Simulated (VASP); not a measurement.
Input of a VASP 6.6.1 run:

INCAR

```
SYSTEM = Pb7Se8
PREC = Accurate
ENCUT = 520
EDIFF = 1E-6
ISMEAR = 0
SIGMA = 0.1
LREAL = Auto
LASPH = .TRUE.
NELM = 60
ALGO = Normal
ISIF = 2
LWAVE = .FALSE.
LCHARG = .FALSE.
GGA = PS
NBANDS = 86
```

The input KPOINTS:

```
Automatic mesh
0
G
  4 4 4
  0 0 0
```

File POSCAR:

```
Pb7Se8
1.0
   -6.1031549502      0.0000000000      6.1031549502
   -6.1031549502     -6.1031549502      0.0000000000
    0.0000000000     -6.1031549502      6.1031549502
Pb Se
7 8
Direct
    0.4999999222      0.0000000000      0.0000000000
    0.5000000041     -0.0000000819      0.5000000041
    0.5000000041      0.5000000041      0.5000000041
    0.0000000000      0.0000000000      0.0000000000
    0.0000000000      0.4999999222      0.0000000000
    0.0000000000      0.0000000000      0.4999999222
   -0.0000000819      0.5000000041      0.5000000041
    0.2390581612      0.7609418469      0.2609417609
    0.2390582431      0.2390582431      0.2609416790
    0.2390582431      0.7609417650      0.7390581653
    0.2499999611      0.2499999611      0.7500000471
    0.7499999652      0.7499999652      0.2500000430
    0.7609418469      0.2390581612      0.2609417609
    0.7609417650      0.7609417650      0.7390581653
    0.7609417650      0.2390582431      0.7390581653
```

Potentials or basis: VASP PAW PBE potentials, release 64 (Pb_d, Se).

Run with:

```sh
$ cat potpaw_PBE.64/Pb_d/POTCAR potpaw_PBE.64/Se/POTCAR > POTCAR
$ mpirun -np 1 vasp_std > vasp.out
```

Q: Predict the band gap on the k mesh.

A: Zero (bands 73 and 74 overlap by 0.52 eV).

Q: Estimate the pressure.

A: -1.3 GPa.

Forces on the atoms (eV/Å):
```
Pb   0.000  0.000  0.000
Pb   0.000  0.000  0.000
Pb   0.000  0.000  0.000
Pb   0.000  0.000  0.000
Pb   0.000  0.000  0.000
Pb   0.000  0.000  0.000
Pb   0.000  0.000  0.000
Se   0.000  0.015  0.000
Se  -0.015  0.000  0.000
Se   0.000  0.000  0.015
Se   0.000  0.000  0.000
Se   0.000  0.000  0.000
Se   0.000  0.000 -0.015
Se   0.015  0.000  0.000
Se   0.000 -0.015  0.000
```

Caveat: the PAW data sets were made with another functional, which shifts forces and pressure a little; spin-orbit coupling is left out, which moves the levels of the heavy elements.
